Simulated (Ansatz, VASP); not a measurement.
# One calculation of Al2O3, two programs

The input INCAR:

```
ALGO     = Normal         # electronic algorithm
EDIFF    = 1E-6           # SCF threshold, eV
ENCUT    = 520            # plane-wave cutoff, eV
GGA      = CA             # functional
ISIF     = 2              # what is computed and relaxed
ISMEAR   = 0              # smearing method
LASPH    = T              # aspherical terms in the spheres
LCHARG   = T              # write CHGCAR
LELF     = T              # ELF
LREAL    = F              # projectors in reciprocal space
LVHAR    = T            
LWAVE    = F              # write WAVECAR
NBANDS   = 20             # bands
NELM     = 80             # most SCF steps
PREC     = Accurate       # precision mode
SIGMA    = 0.05           # smearing width, eV
```

Contents of KPOINTS:

```
k-points
0
Gamma
  12 12 4
```

The input POSCAR:

```
Al2O3
1.0
    3.0174825440      0.0000000000      0.0000000000
   -1.5087412720      2.6132165386      0.0000000000
    0.0000000000      0.0000000000      8.1806068824
Al O
2 3
Direct
    0.0000000000      0.0000000000      0.2779510000
    0.0000000000      0.0000000000      0.7220490000
    0.3333333333      0.6666666667      0.1994540000
    0.6666666667      0.3333333333      0.8005460000
    0.0000000000      0.0000000000      0.5000000000
```

Input for Ansatz:

```yaml
crystal:
  lattice:
    - [3.017482544, 0.0, 0.0]
    - [-1.508741272, 2.6132165386, 0.0]
    - [0.0, 0.0, 8.1806068824]
  atoms:
    - { symbol: Al, position: [0.0, 0.0, 0.277951] }
    - { symbol: Al, position: [0.0, 0.0, 0.722049] }
    - { symbol: O, position: [0.3333333333, 0.6666666667, 0.199454] }
    - { symbol: O, position: [0.6666666667, 0.3333333333, 0.800546] }
    - { symbol: O, position: [0.0, 0.0, 0.5] }
basis:
  ecutwfc: 420
kpoints:
  mp_grid: { grid: [12, 12, 4] }
hamiltonian:
  xc: lda
scf:
  occupations: { method: gaussian, width: 0.05 }
output:
  forces: true
  stress: true
  eigenvalues: true
```

Change from the starting cell: strain +0.000 along x and y, +0.080 along z, atoms carried along.

Alike in both runs: task single point; functional LDA; k mesh 12 × 12 × 4; occupations gaussian, width 0.05 eV; no spin polarisation.

|  | VASP | Ansatz |
| --- | --- | --- |
| version | VASP 6.6.1 | Ansatz 0.2.0 |
| potentials or method | VASP PAW LDA potentials, release 64 (Al, O), cutoff 520 eV | scalar-relativistic, plane waves, PAW |
| valence electrons in the cell | 24 | 24 |

|  | VASP | Ansatz | Ansatz less VASP |
| --- | --- | --- | --- |
| gap on the k mesh at the Fermi level (eV) | 0.87 | 0.86 | -0.001 |
| least direct gap on the mesh (eV) | 0.87 | 0.86 | -0.001 |
| pressure (GPa) | -17.7 | -18.1 | -0.45 |
| traceless stress, the component that is largest in VASP (GPa) | -18.67 | -18.76 | -0.083 |
| rms of the force components (eV/Å) | 0.983 | 1.003 | +0.0199 |

LDA's correlation is that of Perdew and Zunger in VASP and of Perdew and Wang (1992) in Ansatz. Atom by atom the forces differ by 0.020 eV/Å (rms over components).
